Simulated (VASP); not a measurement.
Crystal: Sb.

```
CELL_PARAMETERS angstrom
3.35453 0.00000 0.00000
-1.67727 2.90511 0.00000
0.00000 0.00000 5.47016
ATOMIC_POSITIONS crystal
Sb 0.66667 0.33333 0.75000
Sb 0.33333 0.66667 0.25000
```

```yaml
Program: VASP 6.6.1
Task: relaxation of cell and atoms
Functional: PBEsol
Dispersion: D4
Potentials_or_basis: VASP PAW PBE potentials, release 64 (Sb)
Cutoff: 600 eV
k_mesh: 9 × 9 × 5
Occupations: fermi-dirac, width 0.05 eV
Spin: no spin polarisation
```

At the start: pressure -3.6 GPa; volume 26.65 Å³/atom.

Q: Where does the relaxation end?

A: Over 5 steps the energy falls by 17.0 meV/atom and the volume is 25.23 Å³/atom (-5.3 %); space group P6_3/mmc (No. 194, to 0.05 Å).

Step by step:
```tsv
step	energy change (eV)	largest force (eV/Å)	pressure (GPa)	volume (Å³)
1	0.0000	0.0000	-3.56	53.31
2	-0.0216	0.0000	2.58	48.86
3	-0.0339	0.0000	-0.01	50.44
4	-0.0339	0.0000	0.07	50.39
5	-0.0339	0.0000	-0.04	50.46
```

Final structure:
```xyz
2
Lattice="3.2947 0.0000 0.0000 -1.6473 2.8533 0.0000 0.0000 0.0000 5.3683" Properties=species:S:1:pos:R:3 pbc="T T T"
Sb    1.6473    0.9511    4.0262
Sb    0.0000    1.9022    1.3421
```

Caveat: the PAW data sets were made with another functional, which shifts forces and pressure a little; pairwise dispersion overbinds metals, which lowers pressure and volume.
